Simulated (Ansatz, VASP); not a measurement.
One calculation of AlGa5N6, two programs

```
CELL_PARAMETERS angstrom
2.99563 0.00000 0.00000
0.00000 2.99563 0.00000
0.00000 0.00000 12.71895
ATOMIC_POSITIONS crystal
Al 0.00000 0.00000 0.00000
Ga 0.00000 0.00000 0.66924
Ga 0.50000 0.50000 0.50000
Ga 0.00000 0.00000 0.33076
Ga 0.50000 0.50000 0.16350
Ga 0.50000 0.50000 0.83650
N 0.00000 0.00000 0.50000
N 0.50000 0.50000 0.33123
N 0.00000 0.00000 0.16139
N 0.50000 0.50000 0.00000
N 0.00000 0.00000 0.83861
N 0.50000 0.50000 0.66877
```

Alike in both runs: functional PBE; k mesh 6 × 6 × 2; occupations gaussian, width 0.1 eV; no spin polarisation.

Ansatz relaxed the structure, and its values are those at the end. VASP's run is a single point on that final structure, the one shown.

|  | VASP | Ansatz |
| --- | --- | --- |
| version | VASP 6.6.1 | Ansatz 0.2.0 |
| potentials or method | VASP PAW PBE potentials, release 64 (Al, Ga_d, N), cutoff 520 eV | scalar-relativistic, plane waves, PAW |
| valence electrons in the cell | 98 | 98 |

Ansatz gave:

```
gap on the k mesh at the Fermi level (eV) : 0.51
least direct gap on the mesh (eV)         : 1.17
pressure (GPa)                            : 0.0
rms of the force components (eV/Å)        : 0.002
```

Task: Estimate VASP's values.

Result: gap on the k mesh at the Fermi level (eV): 0.50; least direct gap on the mesh (eV): 1.16; pressure (GPa): 0.6; rms of the force components (eV/Å): 0.005.

With one functional, cell and mesh, what is left measures potentials, basis and numerics.
